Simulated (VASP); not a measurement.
A run of VASP 6.6.1:

The input INCAR:

```
ALGO = Normal ; EDIFF = 1E-6
EDIFFG = -0.04 ; ENCUT = 600
GGA = PE ; IBRION = 2
ISIF = 3 ; ISMEAR = 0
LASPH = True ; LCHARG = False
LREAL = False ; LWAVE = False
NELM = 100 ; NSW = 90
PREC = Accurate ; SIGMA = 0.1
```

KPOINTS

```
k-points
0
Gamma
  6 6 6
```

File POSCAR:

```
Hf2Cl
1.0
   -1.8558430668      1.8558430668      4.5526150231
    1.8558430668     -1.8558430668      4.5526150231
    1.8558430668      1.8558430668     -4.5526150231
Hf Cl
2 1
Direct
    0.6650000000      0.6650000000      0.0000000000
    0.3350000000      0.3350000000      0.0000000000
    0.0000000000      0.0000000000      0.0000000000
```

Potentials or basis: VASP PAW PBE potentials, release 64 (Hf_pv, Cl).

Run with:

```sh
$ cat potpaw_PBE.64/Hf_pv/POTCAR potpaw_PBE.64/Cl/POTCAR > POTCAR
$ mpirun -np 1 vasp_std > vasp.out
```

Hardware: 1 thread of Intel Xeon 8259CL (shared host).

How long does it take, and how much memory?

Run time: 25 min on 1 thread of Intel Xeon 8259CL (shared host), peak memory 0.3 GiB. Counts: scf iterations 159, k points 30, ion steps 21.
